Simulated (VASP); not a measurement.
# Be4S (I4/mmm) in VASP: further runs, part 2 of 2

VASP 6.6.1. Earlier steps stand in the parts before.

## 4. Relaxation of cell and atoms, PBE

INCAR reads:

```
SYSTEM = Be4S
PREC = Accurate
ENCUT = 600
EDIFF = 1E-6
ISMEAR = 0
SIGMA = 0.1
LREAL = .FALSE.
LASPH = .TRUE.
NELM = 60
ALGO = Normal
ISIF = 3
LWAVE = .FALSE.
LCHARG = .FALSE.
GGA = PE
IBRION = 2
NSW = 90
EDIFFG = -0.04
```

KPOINTS reads:

```
Automatic mesh
0
G
  6 6 6
  0 0 0
```

POSCAR reads:

```
Be4S
1.0
   -1.8674245800      1.8674245800      3.5308260100
    1.8674245800     -1.8674245800      3.5308260100
    1.8674245800      1.8674245800     -3.5308260100
Be S
4 1
Direct
    0.2450000000      0.2450000000      0.0000000000
    0.7550000000      0.7550000000      0.0000000000
    0.5000000000      0.0000000000      0.5000000000
    0.0000000000      0.5000000000      0.5000000000
    0.0000000000      0.0000000000      0.0000000000
```

Potentials or basis: VASP PAW PBE potentials, release 64 (Be, S).

On the command line:

```bash
cat potpaw_PBE.64/Be/POTCAR potpaw_PBE.64/S/POTCAR > POTCAR
mpirun -np 1 vasp_std > vasp.out
```

OUTCAR:

```text
SYSTEM = Be4S
   PREC = Accurate
   ENCUT = 600
   EDIFF = 1E-6
   ISMEAR = 0
   LREAL = .FALSE.
   LASPH = .TRUE.
   NELM = 60
   ISIF = 3
   GGA = PE
   IBRION = 2
   NSW = 90
   EDIFFG = -0.04

 ion  position               nearest neighbor table
   1  0.245  0.245  0.000-   5 1.73
   2  0.755  0.755  0.000-   5 1.73
   3  0.500  0.000  0.500-   5 1.87   5 1.87
   4  0.000  0.500  0.500-   5 1.87   5 1.87
   5  0.000  0.000  0.000-   1 1.73   2 1.73   3 1.87   4 1.87   4 1.87   3 1.87

  LATTYP: Found a body centered tetragonal cell.
 ALAT       =     3.7348491600
 C/A-ratio  =     1.8907462437

  Lattice vectors:

 A1 = (  -1.8674245800,   1.8674245800,   3.5308260100)
 A2 = (   1.8674245800,  -1.8674245800,   3.5308260100)
 A3 = (   1.8674245800,   1.8674245800,  -3.5308260100)

Analysis of symmetry for initial positions (statically):
=====================================================================
 Subroutine PRICEL returns:
 Original cell was already a primitive cell.

 Routine SETGRP: Setting up the symmetry group for a
 body centered tetragonal supercell.

 Subroutine GETGRP returns: Found 16 space group operations
 (whereof 16 operations were pure point group operations)
 out of a pool of 16 trial point group operations.

The static configuration has the point symmetry D_4h.

Analysis of symmetry for dynamics (positions and initial velocities):
=====================================================================
 Subroutine PRICEL returns:
 Original cell was already a primitive cell.

 Routine SETGRP: Setting up the symmetry group for a
 body centered tetragonal supercell.

 Subroutine GETGRP returns: Found 16 space group operations
 (whereof 16 operations were pure point group operations)
 out of a pool of 16 trial point group operations.

The dynamic configuration has the point symmetry D_4h.

 Subroutine INISYM returns: Found 16 space group operations
 (whereof 16 operations are pure point group operations),
 and found     1 'primitive' translations

----------------------------------------------------------------------------------------

                                     Primitive cell

  volume of cell :      49.2518

  direct lattice vectors                    reciprocal lattice vectors
    -1.867424580  1.867424580  3.530826010     0.000000000  0.267748430  0.141609923
     1.867424580 -1.867424580  3.530826010     0.267748430  0.000000000  0.141609923
     1.867424580  1.867424580 -3.530826010     0.267748430  0.267748430  0.000000000

  length of vectors
     4.409226853  4.409226853  4.409226853     0.302890396  0.302890396  0.378653461

  position of ions in fractional coordinates (direct lattice)
     0.245000000  0.245000000  0.000000000
     0.755000000  0.755000000  0.000000000
     0.500000000  0.000000000  0.500000000
     0.000000000  0.500000000  0.500000000
     0.000000000  0.000000000  0.000000000

  ion indices of the primitive-cell ions
   primitive index   ion index
                 1           1
                 2           2
                 3           3
                 4           4
                 5           5

----------------------------------------------------------------------------------------

 KPOINTS: Automatic mesh

Automatic generation of k-mesh.
 Grid dimensions read from file:
 generate k-points for:    6    6    6

 Generating k-lattice:

  Cartesian coordinates                     Fractional coordinates (reciprocal lattice)
     0.000000000  0.044624738  0.023601654     0.166666667  0.000000000  0.000000000
     0.044624738  0.000000000  0.023601654     0.000000000  0.166666667  0.000000000
[... 41 lines left out ...]
   number of dos      NEDOS =    301   number of ions     NIONS =      5
   total plane-waves  NPLWV =  46656
   dimension x,y,z NGX =    36 NGY =   36 NGZ =   36
   dimension x,y,z NGXF=    72 NGYF=   72 NGZF=   72
   ions per type =               4   1
   NGX,Y,Z   is equivalent  to a cutoff of  13.57, 13.57, 13.57 a.u.
   NGXF,Y,Z  is equivalent  to a cutoff of  27.15, 27.15, 27.15 a.u.
 SYSTEM =  Be4S
   PREC   = accura    normal or accurate (medium, high low for compatibility)
   ISTART =      0    job   : 0-new  1-cont  2-samecut
   ICHARG =      2    charge: 1-file 2-atom 10-const
   ISPIN  =      1    spin polarized calculation?
   LNONCOLLINEAR =      F non collinear calculations
   LSORBIT =      F    spin-orbit coupling
   LASPH  =      T    aspherical Exc in radial PAW
   ENCUT  =  600.0 eV  44.10 Ry    6.64 a.u.   8.81  8.81  8.81*2*pi/ulx,y,z
   NELM   =     60;   NELMIN=  2; NELMDL= -5     # of ELM steps
   EDIFF  = 0.1E-05   stopping-criterion for ELM
   LREAL  =      F    real-space projection
   EDIFFG = -.4E-01   stopping-criterion for IOM
   NSW    =     90    number of steps for IOM
   IBRION =      2    ionic relax: 0-MD 1-quasi-New 2-CG
   NFREE  =      1    steps in history (QN), initial steepest desc. (CG)
   ISIF   =      3    stress and relaxation
   ISYM   =      2    0-nonsym 1-usesym 2-fastsym
   POTIM  = 0.5000    time-step for ionic-motion
   TEBEG  =    0.0;   TEEND  =   0.0 temperature during run
   PSTRESS=    0.0 pullay stress
   NELECT =      14.0000    total number of electrons
   NUPDOWN=      -1.0000    fix difference up-down
   EMIN   =  10.00;   EMAX   =-10.00  energy-range for DOS
   EFERMI =   0.00;   METHOD = LEGACY
   ISMEAR =     0;   SIGMA  =   0.10  broadening in eV -4-tet -1-fermi 0-gaus
   EFERMI_NEDOS =   21; number of points for ismear=-14 and -15
   IALGO  =     38    algorithm
   IMIX   =      4    mixing-type and parameters
     AMIX     =   0.40;   BMIX     =  1.00
     AMIX_MAG =   1.60;   BMIX_MAG =  1.00
  volume/ion in A,a.u.               =       9.85        66.47
  Fermi-wavevector in a.u.,A,eV,Ry     =   1.076407  2.034115 15.764431  1.158653
  Thomas-Fermi vector in A             =   2.212291
   LORBIT       =      0    0 simple, 1 ext, 2 COOP (PROOUT), +10 PAW based schemes
   GGA     = PE    functional components
   LHFCALC =     F    Hartree Fock is set to
   AEXX    =    0.0000 exact exchange contribution
   IVDW    =     0    specifies the selected vdW correction
   LEPSILON=     F    determine dielectric tensor
   LRPA    =     F    only Hartree local field effects (RPA)
 conjugate gradient relaxation of ions
 non-spin polarized calculation
 Gauss-broadening in eV      SIGMA  =   0.10
  energy-cutoff  :      600.00
  volume of cell :       49.25
 maximum number of plane-waves:      1666
   NGX = 17   NGY = 17   NGZ = 17

--------------------------------------- Ionic step        1  -------------------------------------------

 number of electron      14.0000000 magnetization

 Free energy of the ion-electron system (eV)
  ---------------------------------------------------
  ext. energy  EPLUGINS =         0.00000000
  ---------------------------------------------------
  free energy    TOTEN  =       -12.98282809 eV

  energy without entropy =      -12.97343027  energy(sigma->0) =      -12.97812918

 E-fermi :   7.7287     XC(G=0): -10.4621

 val. band max:        7.7158253523   @ k =  -0.1667  -0.3333   0.1667
 cond. band min:       7.7407440925   @ k =  -0.1667   0.3333   0.1667
 fundamental gap:      0.0249187402
 Fermi energy:         7.7286573445

 k-point     1 :       0.0000    0.0000    0.0000
  band No.  band energies     occupation
      1     -10.2490      2.00000
      2      -0.9633      2.00000
      3      -0.5681      2.00000
      4      -0.5681      2.00000
      5       2.6038      2.00000
      6       6.9473      2.00000
      7       6.9473      2.00000
      8       8.4384      0.00000
      9       9.3541      0.00000
     10       9.3682      0.00000
     11       9.7295      0.00000
[... 432 lines left out ...]
  FREE ENERGIE OF THE ION-ELECTRON SYSTEM (eV)
  ---------------------------------------------------
  free  energy   TOTEN  =       -14.9905676707 eV

  energy  without entropy=      -14.9812935506  energy(sigma->0) =      -14.98593061

[... ionic steps 4 to 30 ...]

--------------------------------------- Ionic step       31  -------------------------------------------

 number of electron      14.0000001 magnetization

------------------------ aborting loop because EDIFF is reached ----------------------------------------
[... 73 lines left out ...]
--------------------------------------- Ionic step       33  -------------------------------------------

 number of electron      14.0000001 magnetization

 Free energy of the ion-electron system (eV)
  ---------------------------------------------------
  ext. energy  EPLUGINS =         0.00000000
  ---------------------------------------------------
  free energy    TOTEN  =       -16.35824327 eV

  energy without entropy =      -16.35015252  energy(sigma->0) =      -16.35419790

 E-fermi :   5.6041     XC(G=0):  -9.8781

 val. band max:        5.5431375016   @ k =  -0.3333   0.5000   0.1667
 cond. band min:       5.6314410913   @ k =   0.3333   0.3333   0.0000
 fundamental gap:      0.0883035897
 Fermi energy:         5.6040642034

 k-point     1 :       0.0000    0.0000    0.0000
  band No.  band energies     occupation
      1      -9.7835      2.00000
      2      -0.2688      2.00000
      3       0.2022      2.00000
      4       0.3145      2.00000
      5       0.3145      2.00000
      6       5.6902      0.22324
      7       5.6902      0.22324
      8       6.4523      0.00000
      9       6.5175      0.00000
     10       6.5175      0.00000
     11       7.5524      0.00000
[... 354 lines left out ...]
  FREE ENERGIE OF THE ION-ELECTRON SYSTEM (eV)
  ---------------------------------------------------
  free  energy   TOTEN  =       -16.3582432719 eV

  energy  without entropy=      -16.3501525220  energy(sigma->0) =      -16.35419790

 reached required accuracy - stopping structural energy minimisation
```

OSZICAR:

```text
N       E                     dE             d eps       ncg     rms          rms(c)
DAV:   1     0.451980637772E+02    0.45198E+02   -0.64471E+03   660   0.120E+03
DAV:   2    -0.950255436059E+01   -0.54701E+02   -0.51294E+02   928   0.197E+02
DAV:   3    -0.133242728011E+02   -0.38217E+01   -0.36304E+01   906   0.481E+01
DAV:   4    -0.133973403260E+02   -0.73068E-01   -0.72428E-01   942   0.695E+00
[... 291 lines left out ...]
       N       E                     dE             d eps       ncg     rms          rms(c)
DAV:   1    -0.163583080031E+02   -0.25713E-03   -0.27079E-03   716   0.359E-01    0.429E-02
DAV:   2    -0.163582612808E+02    0.46722E-04   -0.13598E-04   783   0.100E-01    0.205E-02
DAV:   3    -0.163582434596E+02    0.17821E-04   -0.47553E-05   777   0.457E-02    0.575E-03
DAV:   4    -0.163582432719E+02    0.18768E-06   -0.41885E-06   718   0.167E-02
  33 F= -.16358243E+02 E0= -.16354198E+02  d E =-.192448E-03
```

CONTCAR:

```text
Be4S
   1.00000000000000
    -2.2529027834271012    2.2529027834271012    2.9106638021502533
     2.2529027834271012   -2.2529027834271012    2.9106638021502533
     2.2529027834271012    2.2529027834271012   -2.9106638021502533
  Be              S
     4     1
Direct
     0.3338637782912358    0.3338637782912358    0.0000000000000000
     0.6661362217087641    0.6661362217087641    0.0000000000000000
     0.5000000000000000    0.0000000000000000    0.5000000000000000
     0.0000000000000000    0.5000000000000000    0.5000000000000000
     0.0000000000000000    0.0000000000000000    0.0000000000000000

  0.00000000E+00  0.00000000E+00  0.00000000E+00
  0.00000000E+00  0.00000000E+00  0.00000000E+00
  0.00000000E+00  0.00000000E+00  0.00000000E+00
  0.00000000E+00  0.00000000E+00  0.00000000E+00
  0.00000000E+00  0.00000000E+00  0.00000000E+00
```

Wall time 12 min (1 thread of Intel Xeon 8259CL, shared host); peak memory 0.21 GiB.

Results:

- Free energy: -16.3582 eV
- Relaxed volume: 11.82 Å³/atom
- Relaxed cell: a = 4.315 Å, b = 4.315 Å, c = 4.315 Å, α = 117.06°, β = 117.06°, γ = 95.17°
- Space group after relaxing (to 0.1 Å): I4/mmm (No. 139)
- Energy gained by relaxing: 675.1 meV/atom
- Ionic steps: 33
- Pressure after relaxing: 0.0 GPa
- Largest force after relaxing: 0.006 eV/Å
- Band gap on the k mesh: zero (bands 7 and 8 overlap by 2.36 eV)

Forces in eV/Å, atoms in the order of the input:
```
Be   0.000  0.000  0.006
Be   0.000  0.000 -0.006
Be   0.000  0.000  0.000
Be   0.000  0.000  0.000
S    0.000  0.000  0.000
```

The path:
```csv
step,energy change (eV),largest force (eV/Å),pressure (GPa),volume (Å³)
1,0.0000,5.0908,37.41,49.25
2,-1.9024,0.2630,-4.84,67.47
3,-2.0077,0.2037,0.76,62.21
4,-2.0091,0.1439,0.11,62.70
5,-2.0462,0.1929,-0.57,62.94
6,-2.1305,0.3936,-2.23,63.54
7,-2.2778,1.5503,-3.53,64.14
8,-1.6047,7.6251,10.03,62.61
9,-2.2259,2.2269,-2.72,64.16
10,-2.2331,2.5490,-2.34,64.14
11,-2.2414,2.5812,-2.36,64.17
12,-2.2669,2.6771,-2.40,64.25
13,-2.3195,2.8687,-2.41,64.40
14,-2.4261,3.2909,-2.23,64.62
15,-2.5843,4.0519,-0.29,64.77
16,-1.2130,2.8462,13.42,63.73
17,-2.4086,4.6993,1.19,64.76
18,-2.4789,4.4956,1.11,64.91
19,-2.5834,3.5949,1.45,65.31
20,-2.6654,3.2952,0.73,65.34
21,-2.8704,2.4968,-1.19,65.40
22,-3.1244,1.2425,-4.17,65.49
23,-3.2103,0.2120,-7.39,65.49
24,-3.2279,0.1154,-6.81,65.52
25,-3.2278,0.2028,-6.63,65.52
26,-3.2620,0.1431,-5.94,64.68
27,-3.3379,0.0598,-3.60,62.18
28,-3.3496,0.5963,2.49,57.39
29,-3.3697,0.3220,-0.58,59.57
30,-3.3698,0.3366,-0.42,59.45
31,-3.3734,0.1873,-0.22,59.29
32,-3.3752,0.0092,0.06,59.08
33,-3.3754,0.0063,0.01,59.09
```

Final structure:
```
Be S
1.0
    -2.25290    2.25290    2.91066
     2.25290   -2.25290    2.91066
     2.25290    2.25290   -2.91066
Be S
4 1
Direct
  0.33386 0.33386 0.00000
  0.66614 0.66614 0.00000
  0.50000 0.00000 0.50000
  0.00000 0.50000 0.50000
  0.00000 0.00000 0.00000
```

Levels at points of the mesh, in eV from the Fermi level:
| k point | band 4 | band 5 | band 6 | band 7 | band 8 | band 9 | band 10 | band 11 |
| --- | --- | --- | --- | --- | --- | --- | --- | --- |
| (0.00, 0.00, 0.00) | -5.29 | -5.29 | 0.09 | 0.09 | 0.85 | 0.91 | 0.91 | 1.95 |
| (0.50, 0.00, 0.00) | -5.68 | -3.27 | -2.19 | -1.74 | 1.09 | 1.66 | 3.33 | 5.01 |
| (0.50, 0.50, 0.00) | -5.47 | -5.15 | -2.66 | 1.39 | 1.69 | 3.37 | 3.48 | 5.08 |
| (0.50, 0.50, 0.50) | -6.73 | -4.52 | -1.79 | 0.97 | 0.97 | 1.04 | 4.34 | 5.47 |

Caveat: the volume moved by over 15 % at a fixed basis, so the end points are rough.

## 5. Single point, PBE

This run uses another cell than the first one, of 11.79 Å³/atom.

INCAR reads:

```
SYSTEM = Be4S
PREC = Accurate ; ENCUT = 520
EDIFF = 1E-7 ; ISMEAR = 0
SIGMA = 0.1 ; LREAL = .FALSE.
LASPH = .TRUE. ; NELM = 80
ALGO = Normal ; ISIF = 2
LWAVE = .FALSE. ; LCHARG = .TRUE.
GGA = PE ; LELF = .TRUE.
LVHAR = .TRUE. ; NBANDS = 15
```

KPOINTS reads:

```
Automatic mesh
0
G
  12 12 12
  0 0 0
```

POSCAR reads:

```
Be4S
1.0
   -2.2496634549      2.2496634549      2.9112743334
    2.2496634549     -2.2496634549      2.9112743334
    2.2496634549      2.2496634549     -2.9112743334
Be S
4 1
Direct
    0.3344940497      0.3344940497      0.0000000000
    0.6655059503      0.6655059503      0.0000000000
    0.5000000000      0.0000000000      0.5000000000
    0.0000000000      0.5000000000      0.5000000000
    0.0000000000      0.0000000000      0.0000000000
```

On the command line:

```bash
cat potpaw_PBE.64/Be/POTCAR potpaw_PBE.64/S/POTCAR > POTCAR
mpirun -np 1 vasp_std > vasp.out
```

It took 2.5 min on 1 thread of Intel Xeon 8259CL, shared host; peak memory 0.26 GiB.

Results (log left out):

```yaml
Free_energy: -16.3832 eV
Pressure: 0.0 GPa
Band_gap_on_the_k_mesh: zero (bands 7 and 8 overlap by 2.38 eV)
```

Levels at points of the mesh, in eV from the Fermi level:
```csv
k point,band 5,band 6,band 7,band 8,band 9,band 10
"(0.00, 0.00, 0.00)",-5.28,0.12,0.12,0.88,0.95,0.95
"(0.50, 0.00, 0.00)",-3.24,-2.15,-1.71,1.11,1.70,3.36
"(0.50, 0.50, 0.00)",-5.12,-2.63,1.43,1.72,3.41,3.51
"(0.50, 0.50, 0.50)",-4.48,-1.76,0.99,0.99,1.09,4.38
```

## 6. Relaxation of cell and atoms, PBE

This run uses another cell than the first one, of 11.76 Å³/atom.

INCAR reads:

```
SYSTEM = Be4S
PREC = Accurate ; ENCUT = 600
EDIFF = 1E-7 ; ISMEAR = 0
SIGMA = 0.1 ; LREAL = .FALSE.
LASPH = .TRUE. ; NELM = 80
ALGO = Normal ; ISIF = 3
LWAVE = .FALSE. ; LCHARG = .FALSE.
GGA = PE ; IBRION = 2
NSW = 100 ; EDIFFG = -0.01
```

KPOINTS reads:

```
regular mesh
0
G
  12 12 12
  0 0 0
```

POSCAR reads:

```
Be4S
1.0
   -2.2454851889      2.2454851889      2.9151963288
    2.2454851889     -2.2454851889      2.9151963288
    2.2454851889      2.2454851889     -2.9151963288
Be S
4 1
Direct
    0.3338045245      0.3338045245      0.0000000000
    0.6661954755      0.6661954755      0.0000000000
    0.5000000000      0.0000000000      0.5000000000
    0.0000000000      0.5000000000      0.5000000000
    0.0000000000      0.0000000000      0.0000000000
```

Potentials or basis: VASP PAW PBE potentials, release 64 (Be, S).

On the command line:

```bash
cat potpaw_PBE.64/Be/POTCAR potpaw_PBE.64/S/POTCAR > POTCAR
mpirun -np 1 vasp_std > vasp.out
```

Run time: 6.6 min. Hardware: 1 thread of Intel Xeon 8259CL, shared host; peak memory 0.29 GiB.

The run converged. Its results:

```yaml
Free_energy: -16.3837 eV
Relaxed_volume: 11.79 Å³/atom
Relaxed_cell: a = 4.313 Å, b = 4.313 Å, c = 4.313 Å, α = 117.12°, β = 117.12°, γ = 95.07°
Space_group_after_relaxing_to_0.1_Å: I4/mmm (No. 139)
Energy_gained_by_relaxing: 0.1 meV/atom
Ionic_steps: 4
Pressure_after_relaxing: 0.0 GPa
Largest_force_after_relaxing: 0.004 eV/Å
Band_gap_on_the_k_mesh: zero (bands 7 and 8 overlap by 2.38 eV)
```

Forces on the atoms (eV/Å):
```
Be   0.000  0.000 -0.004
Be   0.000  0.000  0.004
Be   0.000  0.000  0.000
Be   0.000  0.000  0.000
S    0.000  0.000  0.000
```

Step by step:
```tsv
step	energy change (eV)	largest force (eV/Å)	pressure (GPa)	volume (Å³)
1	0.0000	0.0904	0.17	58.80
2	-0.0006	0.0106	0.05	58.90
3	-0.0006	0.0173	0.04	58.91
4	-0.0007	0.0042	0.03	58.94
```

Final structure:
```xyz
5
Lattice="-2.2497 2.2497 2.9116 2.2497 -2.2497 2.9116 2.2497 2.2497 -2.9116" Properties=species:S:1:pos:R:3 pbc="T T T"
Be    0.0000    0.0000    1.9480
Be    2.2497    2.2497    0.9636
Be    2.2497    0.0000    2.9116
Be    0.0000    2.2497    2.9116
S     0.0000    0.0000    5.8232
```

Levels at points of the mesh, in eV from the Fermi level:
```csv
k point,band 5,band 6,band 7,band 8,band 9,band 10
"(0.00, 0.00, 0.00)",-5.28,0.12,0.12,0.88,0.95,0.95
"(0.50, 0.00, 0.00)",-3.24,-2.15,-1.71,1.11,1.70,3.36
"(0.50, 0.50, 0.00)",-5.12,-2.63,1.43,1.72,3.41,3.51
"(0.50, 0.50, 0.50)",-4.48,-1.76,0.99,0.99,1.09,4.38
```

## 7. The runs side by side

| task | cell | k mesh | cutoff (eV) | gap on the mesh (eV) | pressure (GPa) | relaxed volume (Å³/atom) | largest force (eV/Å) |
| --- | --- | --- | --- | --- | --- | --- | --- |
| single point | a = 4.409 Å, angles 129.9, 129.9, 73.6°, 5 atoms, atomic positions A | 6 × 6 × 6 | 520 | none | 37.4 | - | 5.09 |
| single point | a = 4.311 Å, angles 117.2, 117.2, 94.9°, 5 atoms, atomic positions B | 6 × 6 × 6 | 520 | none | 0.3 | - | - |
| relaxation of cell and atoms | relaxed from a = 4.409 Å, angles 129.9, 129.9, 73.6°, 5 atoms, atomic positions A | 6 × 6 × 6 | 600 | none | 0.0 | 11.82 | 0.01 |
| single point | a = 4.312 Å, angles 117.1, 117.1, 95.1°, 5 atoms, atomic positions C | 12 × 12 × 12 | 520 | none | 0.0 | - | - |
| relaxation of cell and atoms | relaxed from a = 4.311 Å, angles 117.2, 117.2, 94.9°, 5 atoms, atomic positions B | 12 × 12 × 12 | 600 | none | 0.0 | 11.79 | - |

Alike in all rows: level PBE; potentials or basis VASP PAW PBE potentials, release 64 (Be, S); no spin polarisation; smearing gaussian 0.1 eV.

Caveats: the stress differs along the axes, from 31 to 51 GPa (at least some runs); forces of over 1 eV/Å act on the atoms, so gaps and moduli don't describe the material at rest (at least some runs); the volume moved by over 15 % at a fixed basis, so the end points are rough (at least some runs).

Absolute energies hang on the potentials; compare differences alone.

The gap in the log of VASP goes by the Fermi energy; the results here count the filled bands.